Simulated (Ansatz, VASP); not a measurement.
Sb in VASP and in Ansatz

Contents of INCAR:

```
PREC = Accurate
ENCUT = 500
EDIFF = 1E-6
ISMEAR = -1
SIGMA = 0.1
LREAL = F
LASPH = T
NELM = 120
ALGO = Normal
ISIF = 2
LWAVE = F
LCHARG = F
NBANDS = 8
GGA_COMPAT = F
```

KPOINTS

```
Automatic mesh
0
Gamma
  15 15 15
```

File POSCAR:

```
Sb
1.0
    0.0000000000      2.3439587857      2.3439587857
    2.3439587857      0.0000000000      2.3439587857
    2.3439587857      2.3439587857      0.0000000000
Sb
1
Direct
    0.0000000000      0.0000000000      0.0000000000
```

Input for Ansatz:

```yaml
crystal:
  lattice:
    - [0.0, 2.3439587857, 2.3439587857]
    - [2.3439587857, 0.0, 2.3439587857]
    - [2.3439587857, 2.3439587857, 0.0]
  atoms:
    - { symbol: Sb, position: [0.0, 0.0, 0.0] }
kpoints:
  mp_grid: { grid: [15, 15, 15] }
  band_path:
    path:
      - [0.0, 0.0, 0.0]
      - [0.5, 0.0, 0.5]
      - [0.625, 0.25, 0.625]
      - [0.375, 0.375, 0.75]
      - [0.0, 0.0, 0.0]
      - [0.5, 0.5, 0.5]
      - [0.5, 0.25, 0.75]
      - [0.5, 0.0, 0.5]
    npoints: 8
scf:
  occupations: { method: fermi_dirac, width: 0.1 }
hamiltonian:
  xc: lda
  pseudopotentials: { kind: paw }
output:
  forces: true
  stress: true
  eigenvalues: true
  populations: true
  write_density: true
  write_potential: true
  elf: true
  volumetric_format: npy
basis:
  ecutwfc: "500 eV"
```

Alike in both runs: task single point; functional LDA; k mesh 15 × 15 × 15; occupations fermi-dirac, width 0.1 eV; no spin polarisation.

|  | VASP | Ansatz |
| --- | --- | --- |
| version | VASP 6.6.1 | Ansatz 0.2.0 |
| potentials or method | VASP PAW LDA potentials, release 64 (Sb), cutoff 500 eV | PAW with Ansatz's default frozen-core files, scalar-relativistic |
| valence electrons in the cell | 5 | 15 |

|  | VASP | Ansatz | Ansatz less VASP |
| --- | --- | --- | --- |
| gap on the k mesh at the Fermi level (eV) | none | none | - |
| pressure (GPa) | 0.1 | 0.0 | -0.12 |

LDA's correlation is that of Perdew and Zunger in VASP and of Perdew and Wang (1992) in Ansatz. A gap of «none» marks a metal or a gap that the smearing closes. VASP's potentials hold 5 valence electrons a cell and Ansatz's 15, so a difference there can come from the potentials and not from the codes.

Neither program's run includes spin-orbit coupling.
